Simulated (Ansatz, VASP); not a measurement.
## MgZn5O6 in VASP and in Ansatz

File INCAR:

```
PREC = Accurate
ENCUT = 600
EDIFF = 1E-7
ISMEAR = 0
SIGMA = 0.1
LREAL = False
LASPH = True
NELM = 100
ALGO = Normal
ISIF = 3
LWAVE = False
LCHARG = False
GGA = PE
IBRION = 2
NSW = 80
EDIFFG = -0.025
```

KPOINTS

```
Automatic mesh
0
Gamma
  4 4 1
```

File POSCAR:

```
MgZn5O6
1.0
    3.2995472461     -0.0421994665     -0.0128315568
   -0.0421994665      3.2225645558      0.0122647799
   -0.0540789112      0.0516902158     13.4459287527
Mg Zn O
1 5 6
Direct
   -0.0231309876     -0.0014648384      0.4880709125
    0.9985383553      0.0623309835      0.8382955103
    0.4957959907      0.4997518232     -0.0042597254
   -0.0310353440      0.0222546694      0.1684067205
    0.5227036737      0.4647181796      0.3252449942
    0.5374703044      0.5093719981      0.6732104004
    0.5064759665      0.0016714705      0.0836517935
   -0.0034733346      0.4573285141      0.2513047710
    0.5199322544      0.0548869615      0.4140674729
   -0.0268855261      0.4605239666      0.5840971859
    0.5025095272     -0.0109426027      0.7494032276
    0.0010991200      0.4795688747      0.9285067366
```

Input for Ansatz:

```yaml
crystal:
  lattice:
    - [3.2995472461, -0.0421994665, -0.0128315568]
    - [-0.0421994665, 3.2225645558, 0.0122647799]
    - [-0.0540789112, 0.0516902158, 13.4459287527]
  atoms:
    - { symbol: Mg, position: [-0.0231309876, -0.0014648384, 0.4880709125] }
    - { symbol: Zn, position: [0.9985383553, 0.0623309835, 0.8382955103] }
    - { symbol: Zn, position: [0.4957959907, 0.4997518232, -0.0042597254] }
    - { symbol: Zn, position: [-0.031035344, 0.0222546694, 0.1684067205] }
    - { symbol: Zn, position: [0.5227036737, 0.4647181796, 0.3252449942] }
    - { symbol: Zn, position: [0.5374703044, 0.5093719981, 0.6732104004] }
    - { symbol: O, position: [0.5064759665, 0.0016714705, 0.0836517935] }
    - { symbol: O, position: [-0.0034733346, 0.4573285141, 0.251304771] }
    - { symbol: O, position: [0.5199322544, 0.0548869615, 0.4140674729] }
    - { symbol: O, position: [-0.0268855261, 0.4605239666, 0.5840971859] }
    - { symbol: O, position: [0.5025095272, -0.0109426027, 0.7494032276] }
    - { symbol: O, position: [0.00109912, 0.4795688747, 0.9285067366] }
basis:
  ecutwfc: 420
kpoints:
  mp_grid: { grid: [4, 4, 1] }
hamiltonian:
  xc: pbe
scf:
  occupations: { method: gaussian, width: 0.1 }
  lower_state_search: "off"
output:
  forces: true
  stress: true
  eigenvalues: true
relax:
  adjacent_minimum: "off"
  f_tol: 0.025
  max_steps: 60
  cell: { stress_tol: 0.25 }
```

Change from the starting cell: cell x1, atoms moved at random (sigma 0.1 Å) and cell strained at random (1.5 %), then relaxed without symmetry.

Alike in both runs: task relaxation of cell and atoms; functional PBE; k mesh 4 × 4 × 1; occupations gaussian, width 0.1 eV; no spin polarisation.

```csv
,VASP,Ansatz
version,VASP 6.6.1,Ansatz 0.2.0
potentials or method,"VASP PAW PBE potentials, release 64 (Mg, Zn, O), cutoff 600 eV","scalar-relativistic, plane waves, PAW"
valence electrons in the cell,98,106
```

```csv
,VASP,Ansatz,Ansatz less VASP
"gap on the k mesh at the Fermi level, each at its own relaxed structure (eV)",0.93,0.96,+0.026
relaxed volume (Å³/atom),12.35,12.29,-0.060
relaxed length of the cell vector where the two differ most in proportion (Å),13.775,13.721,-0.0540
```

VASP's potentials hold 98 valence electrons a cell and Ansatz's 106, so a difference there can come from the potentials and not from the codes.

The k mesh is coarse, so the values compare programs but aren't converged.
